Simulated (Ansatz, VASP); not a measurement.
# SnO3 in VASP and in Ansatz

```
Sn O
1.0
    -1.88074    1.88074    4.28820
     1.88074   -1.88074    4.28820
     1.88074    1.88074   -4.28820
Sn O
1 3
Cartesian
  0.0000 0.0000 0.0000
  0.0000 1.8807 2.1441
  1.8807 0.0000 2.1441
  0.0000 0.0000 4.2882
```

Change from the starting cell: species swapped into the Sc3Pb type (I4/mmm, No. 139).

Alike in both runs: task single point; functional PBE; k mesh 6 × 6 × 6; occupations gaussian, width 0.1 eV; no spin polarisation.

|  | VASP | Ansatz |
| --- | --- | --- |
| version | VASP 6.6.1 | Ansatz 0.2.0 |
| potentials or method | VASP PAW PBE potentials, release 64 (Sn_d, O), cutoff 520 eV | scalar-relativistic, plane waves, PAW |
| valence electrons in the cell | 32 | 32 |

|  | VASP | Ansatz | Ansatz less VASP |
| --- | --- | --- | --- |
| gap on the k mesh at the Fermi level (eV) | none | none | - |
| pressure (GPa) | -22.5 | -22.4 | +0.12 |
| traceless stress, the component that is largest in VASP (GPa) | 4.81 | 4.84 | +0.030 |

A gap of «none» marks a metal or a gap that the smearing closes.

The k mesh is coarse, so the values compare programs but aren't converged.
